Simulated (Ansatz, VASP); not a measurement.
**MoS2: VASP beside Ansatz**

```
Mo S
1.0
     3.14090    0.00000    0.00000
    -1.57045    2.72010    0.00000
     0.00000    0.00000   21.56850
Mo S
2 4
Direct
  0.66667 0.33333 0.14576
  0.33333 0.66667 0.85424
  0.33333 0.66667 0.21800
  0.66667 0.33333 0.92654
  0.33333 0.66667 0.07346
  0.66667 0.33333 0.78200
```

Alike in both runs: functional PBEsol; k mesh 12 × 12 × 2; occupations gaussian, width 0.02 eV; no spin polarisation.

Ansatz relaxed the structure, and its values are those at the end. VASP's run is a single point on that final structure, the one shown.

|  | VASP | Ansatz |
| --- | --- | --- |
| version | VASP 6.6.1 | Ansatz 0.2.0 |
| potentials or method | VASP PAW PBE potentials, release 64 (Mo_sv, S), cutoff 520 eV | scalar-relativistic, plane waves, PAW |
| valence electrons in the cell | 52 | 52 |

|  | VASP | Ansatz | Ansatz less VASP |
| --- | --- | --- | --- |
| gap on the k mesh at the Fermi level (eV) | 1.39 | 1.38 | -0.013 |
| least direct gap on the mesh (eV) | 1.78 | 1.77 | -0.005 |

VASP's potentials were made for PBE, not for PBEsol. The functional is the same, so the differences come from potentials, cutoffs and numerics.
